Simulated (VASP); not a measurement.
# Cr in VASP: notebook

The runs below take Cr through single point, with PBE.

Program: VASP 6.6.1. These are calculated values, not measurements. Logs are shortened: lines on timing, memory, paths and dates and some standing lists are left out, and cuts for length are marked.

## (1) The cell of the first run

The cell holds a slab with vacuum, 5 atoms: a = 4.028 Å, b = 4.028 Å, c = 19.289 Å, α = 90.00°, β = 90.00°, γ = 120.00°.

## (2) Single point, PBE, collinear spin, ferromagnetic start

Input file INCAR:

```
SYSTEM = Cr
PREC = Accurate ; ENCUT = 520
EDIFF = 1E-6 ; ISMEAR = -1
SIGMA = 0.08 ; LREAL = .FALSE.
LASPH = .TRUE. ; NELM = 150
ALGO = Normal ; ISIF = 2
LWAVE = .FALSE. ; LCHARG = .FALSE.
ISPIN = 2 ; MAGMOM = 2 2 2 2 2
LORBIT = 11 ; LMAXMIX = 4
LDIPOL = .TRUE. ; IDIPOL = 3
DIPOL = 0.5 0.5 0.500 ; GGA = PE
NBANDS = 42
```

Input file KPOINTS:

```
regular mesh
0
G
  10 10 1
  0 0 0
```

Input file POSCAR:

```
Cr
1.0
    4.0283716202      0.0000000000      0.0000000000
   -2.0141858101      3.4886721590      0.0000000000
    0.0000000000      0.0000000000     19.2892000000
Cr
5
Direct
    0.8333333330      0.1666666670      0.4147411077
    0.1666666670      0.8333333330      0.4573705537
    0.5000000000      0.5000000000      0.5000000000
    0.8333333330      0.1666666670      0.5426294463
    0.1666666670      0.8333333330      0.5852588923
```

Potentials or basis: VASP PAW PBE potentials, release 64 (Cr_pv).

Launch:

```
> cat potpaw_PBE.64/Cr_pv/POTCAR > POTCAR
> mpirun -np 1 vasp_std > vasp.out
```

OUTCAR:

```text
SYSTEM = Cr
   PREC = Accurate
   ENCUT = 520
   EDIFF = 1E-6
   ISMEAR = -1
   LREAL = .FALSE.
   LASPH = .TRUE.
   NELM = 150
   ISIF = 2
   ISPIN = 2
   LORBIT = 11
   GGA = PE

 ion  position               nearest neighbor table
   1  0.833  0.167  0.415-   2 2.47   2 2.47   4 2.47   2 2.47   3 2.85   3 2.85   3 2.85
   2  0.167  0.833  0.457-   1 2.47   1 2.47   3 2.47   5 2.47   3 2.47   3 2.47   1 2.47   4 2.85
                             4 2.85   4 2.85
   3  0.500  0.500  0.500-   2 2.47   4 2.47   2 2.47   4 2.47   2 2.47   4 2.47   1 2.85   5 2.85
                             1 2.85   5 2.85   1 2.85   5 2.85
   4  0.833  0.167  0.543-   5 2.47   5 2.47   3 2.47   1 2.47   3 2.47   3 2.47   5 2.47   2 2.85
                             2 2.85   2 2.85
   5  0.167  0.833  0.585-   4 2.47   4 2.47   2 2.47   4 2.47   3 2.85   3 2.85   3 2.85

  LATTYP: Found a hexagonal cell.
 ALAT       =     4.0283716202
 C/A-ratio  =     4.7883367819

  Lattice vectors:

 A1 = (   4.0283716202,   0.0000000000,   0.0000000000)
 A2 = (  -2.0141858101,   3.4886721590,   0.0000000000)
 A3 = (   0.0000000000,   0.0000000000,  19.2892000000)

Analysis of symmetry for initial positions (statically):
=====================================================================
 Subroutine PRICEL returns:
 Original cell was already a primitive cell.

 Routine SETGRP: Setting up the symmetry group for a
 hexagonal supercell.

 Subroutine GETGRP returns: Found 12 space group operations
 (whereof  4 operations were pure point group operations)
 out of a pool of 24 trial point group operations.

The static configuration has the point symmetry C_2h.
 The point group associated with its full space group is D_3d.

Analysis of symmetry for dynamics (positions and initial velocities):
=====================================================================
 Subroutine PRICEL returns:
 Original cell was already a primitive cell.

 Routine SETGRP: Setting up the symmetry group for a
 hexagonal supercell.

 Subroutine GETGRP returns: Found 12 space group operations
 (whereof  4 operations were pure point group operations)
 out of a pool of 24 trial point group operations.

The dynamic configuration has the point symmetry C_2h.
 The point group associated with its full space group is D_3d.

Analysis of structural, dynamic, and magnetic symmetry:
=====================================================================
 Subroutine PRICEL returns:
 Original cell was already a primitive cell.

 Routine SETGRP: Setting up the symmetry group for a
 hexagonal supercell.

 Subroutine GETGRP returns: Found 12 space group operations
 (whereof  4 operations were pure point group operations)
 out of a pool of 24 trial point group operations.

The overall configuration has the point symmetry C_2h.
 The point group associated with its full space group is D_3d.

 Subroutine INISYM returns: Found 12 space group operations
 (whereof  4 operations are pure point group operations),
 and found     1 'primitive' translations

----------------------------------------------------------------------------------------

                                     Primitive cell

  volume of cell :     271.0840

  direct lattice vectors                    reciprocal lattice vectors
     4.028371620  0.000000000  0.000000000     0.248239262  0.143321005  0.000000000
    -2.014185810  3.488672159  0.000000000     0.000000000  0.286642010  0.000000000
     0.000000000  0.000000000 19.289200000     0.000000000  0.000000000  0.051842482

  length of vectors
     4.028371620  4.028371620 19.289200000     0.286642010  0.286642010  0.051842482

  position of ions in fractional coordinates (direct lattice)
     0.833333333  0.166666667  0.414741108
     0.166666667  0.833333333  0.457370554
     0.500000000  0.500000000  0.500000000
     0.833333333  0.166666667  0.542629446
     0.166666667  0.833333333  0.585258892

  ion indices of the primitive-cell ions
   primitive index   ion index
                 1           1
                 2           2
                 3           3
                 4           4
                 5           5

[... 44 lines left out ...]
   total plane-waves  NPLWV = 129600
   dimension x,y,z NGX =    30 NGY =   30 NGZ =  144
   dimension x,y,z NGXF=    60 NGYF=   60 NGZF=  288
   ions per type =               5
   NGX,Y,Z   is equivalent  to a cutoff of  12.38, 12.38, 12.41 a.u.
   NGXF,Y,Z  is equivalent  to a cutoff of  24.76, 24.76, 24.82 a.u.
 SYSTEM =  Cr
   PREC   = accura    normal or accurate (medium, high low for compatibility)
   ISTART =      0    job   : 0-new  1-cont  2-samecut
   ICHARG =      2    charge: 1-file 2-atom 10-const
   ISPIN  =      2    spin polarized calculation?
   LNONCOLLINEAR =      F non collinear calculations
   LSORBIT =      F    spin-orbit coupling
   LASPH  =      T    aspherical Exc in radial PAW
   ENCUT  =  520.0 eV  38.22 Ry    6.18 a.u.   7.49  7.49 35.87*2*pi/ulx,y,z
   NELM   =    150;   NELMIN=  2; NELMDL= -5     # of ELM steps
   EDIFF  = 0.1E-05   stopping-criterion for ELM
   LREAL  =      F    real-space projection
   EDIFFG = 0.1E-04   stopping-criterion for IOM
   NSW    =      0    number of steps for IOM
   IBRION =     -1    ionic relax: 0-MD 1-quasi-New 2-CG
   NFREE  =      0    steps in history (QN), initial steepest desc. (CG)
   ISIF   =      2    stress and relaxation
   ISYM   =      2    0-nonsym 1-usesym 2-fastsym
   POTIM  = 0.5000    time-step for ionic-motion
   TEBEG  =    0.0;   TEEND  =   0.0 temperature during run
   PSTRESS=    0.0 pullay stress
   NELECT =      60.0000    total number of electrons
   NUPDOWN=      -1.0000    fix difference up-down
   EMIN   =  10.00;   EMAX   =-10.00  energy-range for DOS
   EFERMI =   0.00;   METHOD = LEGACY
   ISMEAR =    -1;   SIGMA  =   0.08  broadening in eV -4-tet -1-fermi 0-gaus
   EFERMI_NEDOS =   21; number of points for ismear=-14 and -15
   IALGO  =     38    algorithm
   IMIX   =      4    mixing-type and parameters
     AMIX     =   0.40;   BMIX     =  1.00
     AMIX_MAG =   1.60;   BMIX_MAG =  1.00
  volume/ion in A,a.u.               =      54.22       365.87
  Fermi-wavevector in a.u.,A,eV,Ry     =   0.990278  1.871355 13.342569  0.980651
  Thomas-Fermi vector in A             =   2.121937
   LORBIT       =     11    0 simple, 1 ext, 2 COOP (PROOUT), +10 PAW based schemes
   GGA     = PE    functional components
   LHFCALC =     F    Hartree Fock is set to
   AEXX    =    0.0000 exact exchange contribution
   IVDW    =     0    specifies the selected vdW correction
   LEPSILON=     F    determine dielectric tensor
   LRPA    =     F    only Hartree local field effects (RPA)
 spin polarized calculation
  energy-cutoff  :      520.00
  volume of cell :      271.08
 maximum number of plane-waves:      7357
 NGX is ok and might be reduce to    30
   NGX = 15   NGY = 15   NGZ = 71

 number of electron      60.0000000 magnetization      10.0000000

 dipolmoment           0.000000      0.000000     -0.000000 electrons x Angstroem

 number of electron      60.0000053 magnetization       3.4402069

 dipolmoment           0.000000      0.000000      0.000000 electrons x Angstroem

 Free energy of the ion-electron system (eV)
  ---------------------------------------------------
  ext. energy  EPLUGINS =         0.00000000
  ---------------------------------------------------
  free energy    TOTEN  =       -41.87519316 eV

  energy without entropy =      -41.76404147  energy(sigma->0) =      -41.81961731

 E-fermi :  -0.6693     XC(G=0):  -4.1513

 val. band max:       -0.6714492968   @ k =   0.0000   0.0000   0.0000
 cond. band min:      -0.6646917072   @ k =   0.5000   0.0000   0.0000
 fundamental gap:      0.0067575896
 Fermi energy:        -0.6693056839

 spin component 1

 k-point     1 :       0.0000    0.0000    0.0000
  band No.  band energies     occupation
      1     -44.6302      1.00000
      2     -44.6268      1.00000
      3     -44.4526      1.00000
      4     -44.4526      1.00000
      5     -44.4506      1.00000
      6     -44.4506      1.00000
[... 619 lines left out ...]
     41       1.5275      0.00000
     42       1.6939      0.00000
 Fermi energy:        -0.6693056839

 spin component 2

 k-point     1 :       0.0000    0.0000    0.0000
  band No.  band energies     occupation
      1     -44.3335      1.00000
      2     -44.2977      1.00000
      3     -44.2977      1.00000
      4     -44.2679      1.00000
      5     -44.2600      1.00000
      6     -44.2600      1.00000
[... 619 lines left out ...]
     41       1.9983      0.00000
     42       2.0205      0.00000

------------------------ aborting loop because EDIFF is reached ----------------------------------------

 vacuum level on the upper side and lower side of the slab       (xc-potential included)         0.002         0.002

  FORCE on cell =-STRESS in cart. coord.  units (eV):
  Direction    XX          YY          ZZ          XY          YZ          ZX
  --------------------------------------------------------------------------------------
  -------------------------------------------------------------------------------------
  Total       -1.5847255     -1.5847255     -1.3228096      0.0000000      0.0000000      0.0000000
  in kB       -9.3661418     -9.3661418     -7.8181500      0.0000000      0.0000000      0.0000000
  external PRESSURE =      -8.8501445 kB  Pullay stress =       0.0000000 kB

 VOLUME and BASIS-vectors are now :
 -----------------------------------------------------------------------------
  energy-cutoff  :      520.00
  volume of cell :      271.08
      direct lattice vectors                 reciprocal lattice vectors
     4.028371620  0.000000000  0.000000000     0.248239262  0.143321005  0.000000000
    -2.014185810  3.488672159  0.000000000     0.000000000  0.286642010  0.000000000
     0.000000000  0.000000000 19.289200000     0.000000000  0.000000000  0.051842482

 POSITION                                       TOTAL-FORCE (eV/Angst)
 -----------------------------------------------------------------------------------
      3.02128      0.58145      8.00002        -0.000000      0.000000      0.051547
     -1.00709      2.90723      8.82231        -0.000000     -0.000000      0.682238
      1.00709      1.74434      9.64460        -0.000000      0.000000      0.000000
      3.02128      0.58145     10.46689         0.000000     -0.000000     -0.682238
     -1.00709      2.90723     11.28918        -0.000000      0.000000     -0.051547
 -----------------------------------------------------------------------------------
    total drift:                               -0.000000     -0.000000      0.000000

  FREE ENERGIE OF THE ION-ELECTRON SYSTEM (eV)
  ---------------------------------------------------
  free  energy   TOTEN  =       -41.8751931642 eV

  energy  without entropy=      -41.7640414658  energy(sigma->0) =      -41.81961731

 vacuum level on the upper side and lower side of the slab         3.319         3.319

 total charge

# of ion       s       p       d       tot
------------------------------------------
    1        0.379   6.169   4.177  10.725
    2        0.441   6.297   4.236  10.974
    3        0.410   6.302   4.202  10.914
    4        0.441   6.297   4.236  10.974
    5        0.379   6.169   4.177  10.725
--------------------------------------------------
tot          2.051  31.235  21.026  54.312

 magnetization (x)

# of ion       s       p       d       tot
------------------------------------------
    1        0.037   0.012   2.728   2.776
    2       -0.040   0.004  -2.025  -2.061
    3        0.008  -0.008   1.648   1.648
    4       -0.040   0.004  -2.025  -2.061
    5        0.037   0.012   2.728   2.776
--------------------------------------------------
tot          0.002   0.023   3.055   3.079
```

It took 12 min on 1 thread of Intel Xeon Platinum 8488C (Sapphire Rapids), shared host; peak memory 0.57 GiB.

Results:

* Free energy: -41.8752 eV
* Largest force: 0.682 eV/Å
* Net moment: 3.44 μB per cell
* Site moments: Cr +2.78, -2.06, +1.65 μB
* Valence electrons inside the program's atomic spheres: Cr 10.72, 10.97, 10.91

Forces in eV/Å, atoms in the order of the input:
```
Cr   0.000  0.000  0.052
Cr   0.000  0.000  0.682
Cr   0.000  0.000  0.000
Cr   0.000  0.000 -0.682
Cr   0.000  0.000 -0.052
```

Levels at points of the mesh, in eV from the Fermi level:
Spin up:
```
           k point  band 30  band 31  band 32  band 33  band 34  band 35
(0.00, 0.00, 0.00)    -0.78     0.00     0.28     0.28     0.51     0.60
(0.50, 0.00, 0.00)    -0.40    -0.40    -0.15     0.00     0.85     1.07
```
Spin down:
```tsv
k point	band 24	band 25	band 26	band 27	band 28	band 29	band 30	band 31	band 32	band 33
(0.00, 0.00, 0.00)	-1.33	-1.28	-0.85	-0.75	-0.75	-0.31	-0.31	1.24	1.58	1.58
(0.50, 0.00, 0.00)	-1.34	-1.17	-0.94	-0.91	-0.64	0.44	0.70	1.24	1.24	1.44
```

[end of part 1 of 2]
